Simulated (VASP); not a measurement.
Input of a VASP 6.6.1 run:

The input POSCAR:

```
O
1.0
    1.7434455387      0.0000000000      0.0000000000
    0.0000000000      1.7434455387      0.0000000000
    0.0000000000      0.0000000000      2.9977789929
O
1
Direct
    0.0000000000      0.0000000000      0.0000000000
```

The input INCAR.step1:

```
ALGO = Normal ; EDIFF = 1E-4
ENCUT = 520 ; GGA = PE
ISMEAR = 1 ; LASPH = True
LCHARG = False ; LREAL = False
LWAVE = True ; NBANDS = 9
NELM = 100 ; PREC = Accurate
SIGMA = 0.02
```

Contents of INCAR.step2:

```
ALGO = Normal ; EDIFF = 1E-6
ENCUT = 520 ; ISIF = 2
ISMEAR = 1 ; ISTART = 1
IVDW = 12 ; LASPH = True
LCHARG = False ; LMIXTAU = True
LREAL = False ; LWAVE = False
METAGGA = R2SCAN ; NBANDS = 9
NELM = 100 ; PREC = Accurate
SIGMA = 0.02 ; VDW_A1 = 0.49484001
VDW_A2 = 5.73083694 ; VDW_S6 = 1.0
VDW_S8 = 0.78981345
```

The input KPOINTS:

```
k-points
0
Gamma
  16 16 9
```

Potentials or basis: VASP PAW PBE potentials, release 64 (O).

Run with:

```bash
$ cat potpaw_PBE.64/O/POTCAR > POTCAR
$ cp INCAR.step1 INCAR
$ mpirun -np 1 vasp_std > vasp.out
$ cp INCAR.step2 INCAR
$ mpirun -np 1 vasp_std > vasp.out
```

Question: What does it give for the band gap on the k mesh?

Answer: Zero (band 3 reaches 5.28 eV, above the bottom of band 4 at -0.82 eV).

Question: Predict the pressure.

Answer: 10.6 GPa.

Question: Predict the dispersion energy per atom.

Answer: -0.040 eV.

Stress tensor (GPa, compression positive):
```
15.75  0.00  0.00
 0.00 15.75  0.00
 0.00  0.00  0.16
```

Caveat: three body term missing; the PAW data sets were made with another functional, which shifts forces and pressure a little; pairwise dispersion overbinds metals, which lowers pressure and volume.
